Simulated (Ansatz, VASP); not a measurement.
Ta2N: VASP beside Ansatz

Contents of INCAR:

```
SYSTEM = Ta2N
  ALGO = Normal
  EDIFF = 1E-6
  ENCUT = 520
  GGA = PS
  ISIF = 2
  ISMEAR = 0
  LASPH = .TRUE.
  LCHARG = .TRUE.
  LELF = .TRUE.
  LREAL = .FALSE.
  LVHAR = .TRUE.
  LWAVE = .FALSE.
  NBANDS = 20
  NELM = 60
  PREC = Accurate
  SIGMA = 0.15
```

The input KPOINTS:

```
k-points
0
G
  18 18 10
  0 0 0
```

File POSCAR:

```
Ta2N
1.0
    3.0673351436      0.0000000000      0.0000000000
   -1.5336675718      2.6563901563      0.0000000000
    0.0000000000      0.0000000000      4.6641898194
Ta N
2 1
Direct
    0.6666666667      0.3333333333      0.7463700642
    0.3333333333      0.6666666667      0.2536299358
    0.0000000000      0.0000000000      0.0000000000
```

Input for Ansatz:

```yaml
crystal:
  lattice:
    - [3.0673351436, 0.0, 0.0]
    - [-1.5336675718, 2.6563901563, 0.0]
    - [0.0, 0.0, 4.6641898194]
  atoms:
    - { symbol: Ta, position: [0.6666666667, 0.3333333333, 0.7463700642] }
    - { symbol: Ta, position: [0.3333333333, 0.6666666667, 0.2536299358] }
    - { symbol: "N", position: [0.0, 0.0, 0.0] }
basis:
  ecutwfc: 520.0
kpoints:
  mp_grid: { grid: [18, 18, 10] }
hamiltonian:
  xc: pbesol
  pseudopotentials: { kind: paw, azcp: { folder: soft_1 } }
scf:
  occupations: { method: gaussian, width: 0.15 }
output:
  forces: true
  stress: true
  eigenvalues: true
```

Alike in both runs: task single point; functional PBEsol; k mesh 18 × 18 × 10; occupations gaussian, width 0.15 eV; no spin polarisation.

|  | VASP | Ansatz |
| --- | --- | --- |
| version | VASP 6.6.1 | Ansatz 0.2.0 |
| potentials or method | VASP PAW PBE potentials, release 64 (Ta_pv, N), cutoff 520 eV | scalar-relativistic, plane waves, PAW |
| valence electrons in the cell | 27 | 31 |

```tsv
	VASP	Ansatz	Ansatz less VASP
gap on the k mesh at the Fermi level (eV)	none	none	-
pressure (GPa)	14.4	13.7	-0.75
traceless stress, the component that is largest in VASP (GPa)	5.09	5.20	+0.105
rms of the force components (eV/Å)	0.053	0.024	-0.0288
```

VASP's potentials were made for PBE, not for PBEsol, and Ansatz warns of the same on its side. Atom by atom the forces differ by 0.029 eV/Å (rms over components). A gap of «none» marks a metal or a gap that the smearing closes. With one functional, cell and mesh, what is left measures potentials, basis and numerics. VASP's potentials hold 27 valence electrons a cell and Ansatz's 31, so a difference there can come from the potentials and not from the codes.

Spin-orbit coupling is off throughout.
